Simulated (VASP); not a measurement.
Set up this calculation in VASP 6.6.1, as the native input.

```yaml
Task: single point
Functional: HSE06
Potentials_or_basis: VASP PAW PBE potentials, release 64 (Ba_sv, S)
Cutoff: 520 eV
k_mesh: 4 × 4 × 4
Occupations: gaussian, width 0.01 eV
Spin: no spin polarisation
Dipole_correction: no
Grid_for_exact_exchange_PRECFOCK: Normal
Further_INCAR_settings: ALGO = Normal; EDIFF = 1e-06; NBANDS = 15
Share_of_exact_exchange: 0.25
Screening_parameter: 0.2079 1/Å
```

Crystal: BaS.

```
Ba S
1.0
     3.78673   -0.04703   -0.04703
    -0.04703    3.78673   -0.04703
    -0.04703   -0.04703    3.78673
Ba S
1 1
Direct
  0.00000 0.00000 0.00000
  0.50000 0.50000 0.50000
```

This cell differs from its parent crystal: strain along [111] -3.7%.

The input as run:

POSCAR

```
BaS
1.0
    3.7867308270     -0.0470274347     -0.0470274347
   -0.0470274347      3.7867308270     -0.0470274347
   -0.0470274347     -0.0470274347      3.7867308270
Ba S
1 1
Direct
    0.0000000000      0.0000000000      0.0000000000
    0.5000000000      0.5000000000      0.5000000000
```

INCAR.step1

```
  ALGO = Normal
  EDIFF = 1E-5
  ENCUT = 520
  GGA = PE
  ISIF = 2
  ISMEAR = 0
  LASPH = T
  LREAL = F
  LWAVE = T
  NBANDS = 15
  NELM = 60
  PREC = Accurate
  SIGMA = 0.01
```

INCAR.step2

```
  ALGO = Normal
  EDIFF = 1E-6
  ENCUT = 520
  GGA = PE
  HFSCREEN = 0.2079
  ISIF = 2
  ISMEAR = 0
  ISTART = 1
  LASPH = T
  LCHARG = T
  LELF = T
  LHFCALC = T
  LREAL = F
  LVHAR = T
  LWAVE = F
  NBANDS = 15
  NELM = 60
  PREC = Accurate
  PRECFOCK = Normal
  SIGMA = 0.01
```

KPOINTS

```
k-points
0
Gamma
  4 4 4
```

Potentials or basis: VASP PAW PBE potentials, release 64 (Ba_sv, S).

Command:

```console
$ cat potpaw_PBE.64/Ba_sv/POTCAR potpaw_PBE.64/S/POTCAR > POTCAR
$ cp INCAR.step1 INCAR
$ mpirun -np 1 vasp_std > vasp.out
$ cp INCAR.step2 INCAR
$ mpirun -np 1 vasp_std > vasp.out
```

Results of the run:

```
Pressure               : 2.6 GPa
Band gap on the k mesh : 2.28 eV (least direct gap 2.36 eV)
```

Caveat: the cell differs from its parent crystal (strain along [111] -3.7%); the structure was generated, so it needn't be the stable form of BaS; the PAW data sets were made with another functional, which shifts forces and pressure a little; spin-orbit coupling is left out, which moves the levels of the heavy elements.

Run time: 3.5 min on 1 thread of Intel(R) Xeon(R) 6975P-C (Granite Rapids), on a shared host, peak memory 0.28 GiB.
